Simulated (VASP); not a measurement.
Set up this calculation in VASP 6.6.1, as the native input.

```
Task                   : single point
Functional             : PBE
Potentials or basis    : VASP PAW PBE potentials, release 64 (Ag, Cl)
Cutoff                 : 520 eV
k mesh                 : 9 × 9 × 9
Occupations            : fermi-dirac, width 0.01 eV
Spin                   : no spin polarisation
Dipole correction      : no
Further INCAR settings : ALGO = Normal; EDIFF = 1e-07; NBANDS = 16
```

The structure of AgCl lies in POSCAR:

```
AgCl
1.0
    3.4791620374      0.0000000000      0.0000000000
    0.0000000000      3.4791620374      0.0000000000
    0.0000000000      0.0000000000      3.4791620374
Ag Cl
1 1
Direct
    0.0000000000      0.0000000000      0.0000000000
    0.5000000000      0.5000000000      0.5000000000
```

This cell differs from its parent crystal: volume scaled by 1.04.

These files were run (other wordings do the same):

INCAR

```
SYSTEM = AgCl
PREC = Accurate
ENCUT = 520
EDIFF = 1E-7
ISMEAR = -1
SIGMA = 0.01
LREAL = .False.
LASPH = .True.
NELM = 60
ALGO = Normal
ISIF = 2
LWAVE = .False.
LCHARG = .False.
GGA = PE
NBANDS = 16
```

KPOINTS

```
regular mesh
0
Gamma
  9 9 9
  0 0 0
```

Potentials or basis: VASP PAW PBE potentials, release 64 (Ag, Cl).

Launch:

```bash
$ cat potpaw_PBE.64/Ag/POTCAR potpaw_PBE.64/Cl/POTCAR > POTCAR
$ mpirun -np 1 vasp_std > vasp.out
```

It gave:

* Pressure: -1.9 GPa
* Band gap on the k mesh: 0.60 eV, indirect (least direct gap 1.95 eV)

It took 22 s on 1 thread of Intel(R) Xeon(R) Platinum 8375C CPU @ 2.90GHz (Ice Lake), with other jobs on the host, peak memory 0.16 GiB.
